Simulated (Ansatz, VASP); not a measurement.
Two plane-wave programs on Te2Mo

Contents of INCAR:

```
SYSTEM = Te2Mo
PREC = Accurate
ENCUT = 520
EDIFF = 1E-6
ISMEAR = 0
SIGMA = 0.05
LREAL = .FALSE.
LASPH = .TRUE.
NELM = 60
ALGO = Normal
ISIF = 2
LWAVE = .FALSE.
LCHARG = .FALSE.
LDIPOL = .TRUE.
IDIPOL = 3
DIPOL = 0.5 0.5 0.500
GGA = PE
IVDW = 12
IBRION = 2
NSW = 60
EDIFFG = -0.04
```

KPOINTS

```
Automatic mesh
0
G
  9 9 1
  0 0 0
```

File POSCAR:

```
Te2Mo
1.0
    3.5603917400      0.0000000000      0.0000000000
   -1.7801958700      3.0833896900      0.0000000000
    0.0000000000      0.0000000000     31.0975557363
Te Mo
4 2
Direct
    0.6666666700      0.3333333400      0.3215686816
    0.6666666700      0.3333333400      0.4366735399
    0.3333333300      0.6666666600      0.5633264601
    0.3333333300      0.6666666600      0.6784313184
    0.3333333300      0.6666666600      0.3790922401
    0.6666666700      0.3333333400      0.6209077599
```

Input for Ansatz:

```yaml
crystal:
  lattice:
    - [3.56039174, 0.0, 0.0]
    - [-1.78019587, 3.08338969, 0.0]
    - [0.0, 0.0, 31.0975557363]
  atoms:
    - { symbol: Te, position: [0.66666667, 0.33333334, 0.3215686816] }
    - { symbol: Mo, position: [0.33333333, 0.66666666, 0.3790922401] }
    - { symbol: Te, position: [0.66666667, 0.33333334, 0.4366735399] }
    - { symbol: Te, position: [0.33333333, 0.66666666, 0.5633264601] }
    - { symbol: Mo, position: [0.66666667, 0.33333334, 0.6209077599] }
    - { symbol: Te, position: [0.33333333, 0.66666666, 0.6784313184] }
basis:
  ecutwfc: 420.0
  fft_grid_basis: typed
kpoints:
  mp_grid: { grid: [9, 9, 1] }
hamiltonian:
  xc: pbe
  dispersion: d3bj
  pseudopotentials: { kind: paw }
scf:
  occupations: { method: gaussian, width: 0.05 }
output:
  forces: true
  eigenvalues: true
efield:
  axis: 3
  dipole_correction: true
  ramp_width: 0.04
relax:
  adjacent_minimum: "off"
  f_tol: 0.04
  max_steps: 40
```

Alike in both runs: task relaxation of the atoms; functional PBE; dispersion D3(BJ); k mesh 9 × 9 × 1; occupations gaussian, width 0.05 eV; no spin polarisation.

```csv
,VASP,Ansatz
version,VASP 6.6.1,Ansatz 0.2.0
potentials or method,"VASP PAW PBE potentials, release 64 (Te, Mo_sv), cutoff 520 eV","scalar-relativistic, plane waves, PAW"
valence electrons in the cell,52,92
```

```csv
,VASP,Ansatz,Ansatz less VASP
"gap on the k mesh at the Fermi level, each at its own relaxed structure (eV)",0.70,0.69,-0.016
```

VASP's potentials hold 52 valence electrons a cell and Ansatz's 92, so a difference there can come from the potentials and not from the codes.

Spin-orbit coupling is off throughout.
